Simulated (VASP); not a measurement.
# Ag (P6_3/mmc) in VASP: a series of runs

The runs below take Ag through single point, with PBE.

All numbers are computed with VASP 6.6.1; they aren't measurements. Logs are shortened: lines on timing, memory, paths and dates and some standing lists are left out, and cuts for length are marked.

## 1. The cell of the first run

It takes space group P6_3/mmc (No. 194, hexagonal). Conventional cell: a = 2.905 Å, b = 2.905 Å, c = 10.066 Å, α = 90.00°, β = 90.00°, γ = 120.00°. Within 3.8 Å of Ag (site symmetry -3m) lie 12 Ag at 2.91 to 3.02 Å. Within 3.8 Å of Ag (site symmetry -6m2) lie 12 Ag at 2.91 to 3.02 Å.

## 2. Single point, PBE

Contents of INCAR:

```
ALGO = Normal
EDIFF = 1E-7
ENCUT = 520
GGA = PE
ISIF = 2
ISMEAR = -1
LASPH = True
LCHARG = True
LELF = True
LREAL = False
LVHAR = True
LWAVE = False
NBANDS = 30
NELM = 80
PREC = Accurate
SIGMA = 0.05
```

Contents of KPOINTS:

```
k-points
0
Gamma
  11 11 3
```

Contents of POSCAR:

```
Ag
1.0
    2.9053144643      0.0000000000      0.0000000000
   -1.4526572322      2.5160761321      0.0000000000
    0.0000000000      0.0000000000     10.0662270956
Ag
4
Direct
    0.0000000000      0.0000000000      0.5000000000
    0.0000000000      0.0000000000      0.0000000000
    0.6666666667      0.3333333333      0.7500000000
    0.3333333333      0.6666666667      0.2500000000
```

Potentials or basis: VASP PAW PBE potentials, release 64 (Ag).

Launch:

```sh
$ cat potpaw_PBE.64/Ag/POTCAR > POTCAR
$ mpirun -np 1 vasp_std > vasp.out
```

OUTCAR:

```text
EDIFF = 1E-7
   ENCUT = 520
   GGA = PE
   ISIF = 2
   ISMEAR = -1
   LASPH = True
   LREAL = False
   NELM = 80
   PREC = Accurate

 ion  position               nearest neighbor table
   1  0.000  0.000  0.500-   3 3.02   4 3.02   3 3.02   4 3.02   3 3.02   4 3.02
   2  0.000  0.000  0.000-   3 3.02   4 3.02   3 3.02   4 3.02   3 3.02   4 3.02
   3  0.667  0.333  0.750-   1 3.02   2 3.02   1 3.02   2 3.02   1 3.02   2 3.02
   4  0.333  0.667  0.250-   1 3.02   2 3.02   1 3.02   2 3.02   1 3.02   2 3.02

  LATTYP: Found a hexagonal cell.
 ALAT       =     2.9053144643
 C/A-ratio  =     3.4647633567

  Lattice vectors:

 A1 = (   2.9053144643,   0.0000000000,   0.0000000000)
 A2 = (  -1.4526572322,   2.5160761321,   0.0000000000)
 A3 = (   0.0000000000,   0.0000000000,  10.0662270956)

Analysis of symmetry for initial positions (statically):
=====================================================================
 Subroutine PRICEL returns:
 Original cell was already a primitive cell.

 Routine SETGRP: Setting up the symmetry group for a
 hexagonal supercell.

 Subroutine GETGRP returns: Found 24 space group operations
 (whereof 12 operations were pure point group operations)
 out of a pool of 24 trial point group operations.

The static configuration has the point symmetry D_3d.
 The point group associated with its full space group is D_6h.

Analysis of symmetry for dynamics (positions and initial velocities):
=====================================================================
 Subroutine PRICEL returns:
 Original cell was already a primitive cell.

 Routine SETGRP: Setting up the symmetry group for a
 hexagonal supercell.

 Subroutine GETGRP returns: Found 24 space group operations
 (whereof 12 operations were pure point group operations)
 out of a pool of 24 trial point group operations.

The dynamic configuration has the point symmetry D_3d.
 The point group associated with its full space group is D_6h.

 Subroutine INISYM returns: Found 24 space group operations
 (whereof 12 operations are pure point group operations),
 and found     1 'primitive' translations

----------------------------------------------------------------------------------------

                                     Primitive cell

  volume of cell :      73.5840

  direct lattice vectors                    reciprocal lattice vectors
     2.905314464  0.000000000  0.000000000     0.344196820  0.198722127  0.000000000
    -1.452657232  2.516076132  0.000000000     0.000000000  0.397444253  0.000000000
     0.000000000  0.000000000 10.066227096     0.000000000  0.000000000  0.099342086

  length of vectors
     2.905314464  2.905314464 10.066227096     0.397444253  0.397444253  0.099342086

  position of ions in fractional coordinates (direct lattice)
     0.000000000  0.000000000  0.500000000
     0.000000000  0.000000000  0.000000000
     0.666666667  0.333333333  0.750000000
     0.333333333  0.666666667  0.250000000

  ion indices of the primitive-cell ions
   primitive index   ion index
                 1           1
                 2           2
                 3           3
                 4           4

----------------------------------------------------------------------------------------

 KPOINTS: k-points

Automatic generation of k-mesh.
 Grid dimensions read from file:
 generate k-points for:   11   11    3

 Generating k-lattice:

  Cartesian coordinates                     Fractional coordinates (reciprocal lattice)
     0.031290620  0.018065648  0.000000000     0.090909091  0.000000000  0.000000000
     0.000000000  0.036131296  0.000000000     0.000000000  0.090909091  0.000000000
     0.000000000  0.000000000  0.033114029     0.000000000  0.000000000  0.333333333

  Length of vectors
     0.036131296  0.036131296  0.033114029

  Shift w.r.t. Gamma in fractional coordinates (k-lattice)
     0.000000000  0.000000000  0.000000000

 Subroutine IBZKPT returns following result:
 ===========================================

 Found     32 irreducible k-points:

 Following reciprocal coordinates:
            Coordinates               Weight
  0.000000  0.000000  0.000000      1.000000
  0.090909  0.000000  0.000000      6.000000
  0.181818 -0.000000  0.000000      6.000000
  0.272727 -0.000000  0.000000      6.000000
  0.363636  0.000000  0.000000      6.000000
  0.454545 -0.000000  0.000000      6.000000
[... 16 lines left out ...]
  0.090909  0.090909  0.333333     12.000000
  0.181818  0.090909  0.333333     24.000000
 [... further k-points ...]
   k-points           NKPTS =     32   k-points in BZ     NKDIM =     32   number of bands    NBANDS=     30
   number of dos      NEDOS =    301   number of ions     NIONS =      4
   total plane-waves  NPLWV =  46080
   dimension x,y,z NGX =    24 NGY =   24 NGZ =   80
   dimension x,y,z NGXF=    48 NGYF=   48 NGZF=  160
   ions per type =               4
   NGX,Y,Z   is equivalent  to a cutoff of  13.73, 13.73, 13.21 a.u.
   NGXF,Y,Z  is equivalent  to a cutoff of  27.47, 27.47, 26.42 a.u.
 SYSTEM =  unknown system
   PREC   = accura    normal or accurate (medium, high low for compatibility)
   ISTART =      0    job   : 0-new  1-cont  2-samecut
   ICHARG =      2    charge: 1-file 2-atom 10-const
   ISPIN  =      1    spin polarized calculation?
   LNONCOLLINEAR =      F non collinear calculations
   LSORBIT =      F    spin-orbit coupling
   LASPH  =      T    aspherical Exc in radial PAW
   ENCUT  =  520.0 eV  38.22 Ry    6.18 a.u.   5.40  5.40 18.72*2*pi/ulx,y,z
   NELM   =     80;   NELMIN=  2; NELMDL= -5     # of ELM steps
   EDIFF  = 0.1E-06   stopping-criterion for ELM
   LREAL  =      F    real-space projection
   EDIFFG = 0.1E-05   stopping-criterion for IOM
   NSW    =      0    number of steps for IOM
   IBRION =     -1    ionic relax: 0-MD 1-quasi-New 2-CG
   NFREE  =      0    steps in history (QN), initial steepest desc. (CG)
   ISIF   =      2    stress and relaxation
   ISYM   =      2    0-nonsym 1-usesym 2-fastsym
   POTIM  = 0.5000    time-step for ionic-motion
   TEBEG  =    0.0;   TEEND  =   0.0 temperature during run
   PSTRESS=    0.0 pullay stress
   NELECT =      44.0000    total number of electrons
   NUPDOWN=      -1.0000    fix difference up-down
   EMIN   =  10.00;   EMAX   =-10.00  energy-range for DOS
   EFERMI =   0.00;   METHOD = LEGACY
   ISMEAR =    -1;   SIGMA  =   0.05  broadening in eV -4-tet -1-fermi 0-gaus
   EFERMI_NEDOS =   21; number of points for ismear=-14 and -15
   IALGO  =     38    algorithm
   IMIX   =      4    mixing-type and parameters
     AMIX     =   0.40;   BMIX     =  1.00
     AMIX_MAG =   1.60;   BMIX_MAG =  1.00
  volume/ion in A,a.u.               =      18.40       124.14
  Fermi-wavevector in a.u.,A,eV,Ry     =   1.379212  2.606334 25.881370  1.902227
  Thomas-Fermi vector in A             =   2.504203
   LORBIT       =      0    0 simple, 1 ext, 2 COOP (PROOUT), +10 PAW based schemes
   GGA     = PE    functional components
   LHFCALC =     F    Hartree Fock is set to
   AEXX    =    0.0000 exact exchange contribution
   IVDW    =     0    specifies the selected vdW correction
   LEPSILON=     F    determine dielectric tensor
   LRPA    =     F    only Hartree local field effects (RPA)
 non-spin polarized calculation
  energy-cutoff  :      520.00
  volume of cell :       73.58
 maximum number of plane-waves:      2036
 NGX is ok and might be reduce to    24
   NGX = 11   NGY = 11   NGZ = 37

 number of electron      43.9999995 magnetization

 Free energy of the ion-electron system (eV)
  ---------------------------------------------------
  ext. energy  EPLUGINS =         0.00000000
  ---------------------------------------------------
  free energy    TOTEN  =       -10.82086363 eV

  energy without entropy =      -10.80600270  energy(sigma->0) =      -10.81343317

 E-fermi :   7.4800     XC(G=0): -11.7593

 val. band max:        7.4763312242   @ k =   0.2727   0.0909   0.3333
 cond. band min:       7.4993913656   @ k =   0.2727   0.1818   0.0000
 fundamental gap:      0.0230601414
 Fermi energy:         7.4800325565

 k-point     1 :       0.0000    0.0000    0.0000
  band No.  band energies     occupation
      1       0.1894      2.00000
      2       1.3245      2.00000
      3       1.3263      2.00000
      4       1.4049      2.00000
      5       2.6545      2.00000
      6       2.8800      2.00000
[... 22 lines left out ...]
     29      23.1404      0.00000
     30      24.0716      0.00000

 k-point     2 :       0.0909    0.0000    0.0000
  band No.  band energies     occupation
      1       0.4159      2.00000
      2       1.5201      2.00000
      3       1.5216      2.00000
      4       1.5460      2.00000
      5       2.6889      2.00000
      6       2.7586      2.00000
[... 22 lines left out ...]
     29      22.9490      0.00000
     30      23.2169      0.00000

 k-point     3 :       0.1818   -0.0000    0.0000
  band No.  band energies     occupation
      1       1.0276      2.00000
      2       1.8136      2.00000
      3       1.9414      2.00000
      4       1.9747      2.00000
      5       2.4487      2.00000
      6       2.5490      2.00000
[... 22 lines left out ...]
     29      20.7596      0.00000
     30      20.7715      0.00000

 k-point     4 :       0.2727   -0.0000    0.0000
  band No.  band energies     occupation
      1       1.6185      2.00000
      2       1.8020      2.00000
      3       1.9142      2.00000
      4       2.0709      2.00000
      5       2.2729      2.00000
      6       2.3181      2.00000
[... 22 lines left out ...]
     29      18.2490      0.00000
     30      18.4967      0.00000

 k-point     5 :       0.3636    0.0000    0.0000
  band No.  band energies     occupation
      1       1.5887      2.00000
      2       1.6344      2.00000
      3       1.6514      2.00000
      4       1.8982      2.00000
      5       2.0364      2.00000
      6       2.3015      2.00000
[... 22 lines left out ...]
     29      18.4266      0.00000
     30      18.4356      0.00000
[... 526 lines left out ...]
     29      16.8713      0.00000
     30      17.4027      0.00000

 k-point    22 :       0.4545   -0.0000    0.3333
  band No.  band energies     occupation
      1       1.5148      2.00000
      2       1.5446      2.00000
      3       1.6027      2.00000
      4       1.7014      2.00000
      5       1.8362      2.00000
      6       1.9504      2.00000
[... 22 lines left out ...]
     29      16.2630      0.00000
     30      17.4658      0.00000

 k-point    23 :       0.0909    0.0909    0.3333
  band No.  band energies     occupation
      1       1.0045      2.00000
      2       1.4351      2.00000
      3       1.8205      2.00000
      4       1.9015      2.00000
      5       2.5310      2.00000
      6       2.5951      2.00000
[... 22 lines left out ...]
     29      21.2522      0.00000
     30      21.6071      0.00000

 k-point    24 :       0.1818    0.0909    0.3333
  band No.  band energies     occupation
      1       1.6280      2.00000
      2       1.8630      2.00000
      3       2.0532      2.00000
      4       2.1742      2.00000
      5       2.4156      2.00000
      6       2.4934      2.00000
[... 22 lines left out ...]
     29      19.8247      0.00000
     30      20.3563      0.00000

 [... further k-points ...]

------------------------ aborting loop because EDIFF is reached ----------------------------------------

  FORCE on cell =-STRESS in cart. coord.  units (eV):
  Direction    XX          YY          ZZ          XY          YZ          ZX
  --------------------------------------------------------------------------------------
  -------------------------------------------------------------------------------------
  Total       -0.5150339     -0.5150339     -2.0955187      0.0000000      0.0000000     -0.0000000
  in kB      -11.2140561    -11.2140561    -45.6266377      0.0000000      0.0000000     -0.0000000
  external PRESSURE =     -22.6849166 kB  Pullay stress =       0.0000000 kB

 VOLUME and BASIS-vectors are now :
 -----------------------------------------------------------------------------
  energy-cutoff  :      520.00
  volume of cell :       73.58
      direct lattice vectors                 reciprocal lattice vectors
     2.905314464  0.000000000  0.000000000     0.344196820  0.198722127  0.000000000
    -1.452657232  2.516076132  0.000000000     0.000000000  0.397444253  0.000000000
     0.000000000  0.000000000 10.066227096     0.000000000  0.000000000  0.099342086

 POSITION                                       TOTAL-FORCE (eV/Angst)
 -----------------------------------------------------------------------------------
      0.00000      0.00000      5.03311         0.000000      0.000000      0.000000
      0.00000      0.00000      0.00000         0.000000      0.000000      0.000000
      1.45266      0.83869      7.54967        -0.000000      0.000000      0.000000
     -0.00000      1.67738      2.51656         0.000000      0.000000     -0.000000
 -----------------------------------------------------------------------------------
    total drift:                               -0.000000      0.000000     -0.000000

  FREE ENERGIE OF THE ION-ELECTRON SYSTEM (eV)
  ---------------------------------------------------
  free  energy   TOTEN  =       -10.8208636300 eV

  energy  without entropy=      -10.8060027047  energy(sigma->0) =      -10.81343317
```

It took 35 s on 1 thread of Intel Xeon 6975P-C (Granite Rapids), shared host; peak memory 0.21 GiB.

What came out:

```
Free energy            : -10.8209 eV
Pressure               : -2.3 GPa
Band gap on the k mesh : zero (band 22 reaches 10.22 eV, above the bottom of band 23 at 4.34 eV)
```

(Part 1 of 2 ends here.)
